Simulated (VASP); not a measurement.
The system is Zn4C.

```
Zn C
1.0
     4.44255    0.00000    0.00000
     0.00000    4.44255    0.00000
     0.00000    0.00000    4.44255
Zn C
4 1
Direct
  0.24378 0.75622 0.75622
  0.75622 0.24378 0.75622
  0.75622 0.75622 0.24378
  0.24378 0.24378 0.24378
  0.00000 0.00000 0.00000
```

```yaml
Program: VASP 6.6.1
Task: relaxation of cell and atoms
Functional: PBE
Potentials_or_basis: VASP PAW PBE potentials, release 64 (Zn, C)
Cutoff: 600 eV
k_mesh: 4 × 4 × 4
Occupations: gaussian, width 0.1 eV
Spin: no spin polarisation
```

At the start: pressure 1.3 GPa; volume 17.54 Å³/atom.

Question: How do energy, volume and symmetry change on relaxing?

Answer: Over 8 steps the energy falls by 224.1 meV/atom and the volume is 14.94 Å³/atom (-14.8 %); space group P-43m (No. 215, to 0.05 Å).

The path:
| step | energy change (eV) | largest force (eV/Å) | pressure (GPa) | volume (Å³) |
| --- | --- | --- | --- | --- |
| 1 | 0.0000 | 2.2405 | 1.33 | 87.68 |
| 2 | -0.5509 | 0.5893 | -6.05 | 89.53 |
| 3 | -0.5803 | 0.1908 | -7.73 | 90.18 |
| 4 | -1.0403 | 0.0467 | -4.31 | 79.64 |
| 5 | -1.1141 | 0.2126 | -0.94 | 74.83 |
| 6 | -1.1139 | 0.1890 | -1.19 | 75.12 |
| 7 | -1.1201 | 0.0816 | -0.14 | 74.56 |
| 8 | -1.1207 | 0.0201 | -0.40 | 74.69 |

Final structure:
```yaml
crystal:
  lattice:
    - [4.21127, 0.00000, 0.00000]
    - [0.00000, 4.21127, 0.00000]
    - [0.00000, 0.00000, 4.21127]
  atoms:
    - { symbol: Zn, position: [0.27521, 0.72479, 0.72479] }
    - { symbol: Zn, position: [0.72479, 0.27521, 0.72479] }
    - { symbol: Zn, position: [0.72479, 0.72479, 0.27521] }
    - { symbol: Zn, position: [0.27521, 0.27521, 0.27521] }
    - { symbol: C, position: [0.00000, 0.00000, 0.00000] }
```
